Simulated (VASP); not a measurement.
Wanted: the native input for a VASP 6.6.1 run.

```yaml
Task: relaxation of cell and atoms
Functional: PBE
Potentials_or_basis: VASP PAW PBE potentials, release 64 (Hf_pv, As)
Cutoff: 600 eV
k_mesh: 2 × 2 × 4
Occupations: gaussian, width 0.1 eV
Spin: no spin polarisation
Dipole_correction: no
Further_INCAR_settings: ALGO = Normal; EDIFF = 1e-06; IBRION = 2; EDIFFG = -0.04; NSW = 90; ISIF = 3
```

The structure of Hf2As3 lies in POSCAR:

```
Hf2As3
1.0
    7.8110317369      0.0000000000      0.0000000000
    0.0000000000      7.8110317369      0.0000000000
    0.0000000000      0.0000000000      3.9241160937
Hf As
4 6
Direct
    0.3800000000      0.8800000000      0.0000000000
    0.1200000000      0.3800000000      0.0000000000
    0.6200000000      0.1200000000      0.0000000000
    0.8800000000      0.6200000000      0.0000000000
    0.0000000000      0.0000000000      0.0000000000
    0.5000000000      0.5000000000      0.0000000000
    0.1800000000      0.6800000000      0.5000000000
    0.3200000000      0.1800000000      0.5000000000
    0.8200000000      0.3200000000      0.5000000000
    0.6800000000      0.8200000000      0.5000000000
```

The input as run:

INCAR

```
SYSTEM = Hf2As3
PREC = Accurate
ENCUT = 600
EDIFF = 1E-6
ISMEAR = 0
SIGMA = 0.1
LREAL = .False.
LASPH = .True.
NELM = 100
ALGO = Normal
ISIF = 3
LWAVE = .False.
LCHARG = .False.
GGA = PE
IBRION = 2
NSW = 90
EDIFFG = -0.04
```

KPOINTS

```
regular mesh
0
Gamma
  2 2 4
  0 0 0
```

Potentials or basis: VASP PAW PBE potentials, release 64 (Hf_pv, As).

The run is started by

```console
$ cat potpaw_PBE.64/Hf_pv/POTCAR potpaw_PBE.64/As/POTCAR > POTCAR
$ mpirun -np 1 vasp_std > vasp.out
```

It gave:

```json
{
  "Relaxed volume": "19.38 Å³/atom",
  "Relaxed cell": "a = 7.357 Å, b = 7.357 Å, c = 3.580 Å, α = 90.00°, β = 90.00°, γ = 90.00°",
  "Space group after relaxing (to 0.05 Å)": "P4/mbm (No. 127)",
  "Energy gained by relaxing": "662.3 meV/atom",
  "Ionic steps": "12",
  "Pressure after relaxing": "0.1 GPa",
  "Largest force after relaxing": "0.024 eV/Å",
  "Band gap on the k mesh": "zero (band 35 reaches 6.70 eV, above the bottom of band 36 at 5.12 eV)"
}
```

Caveat: the k points lie up to 0.44 Å⁻¹ apart in the final cell; the volume moved by over 15 % at a fixed basis, so the end points are rough; spin-orbit coupling is left out, which moves the levels of the heavy elements.

Run time: 9.3 min on 1 thread of Intel(R) Xeon(R) 6975P-C (Granite Rapids), on a shared host, peak memory 0.43 GiB.
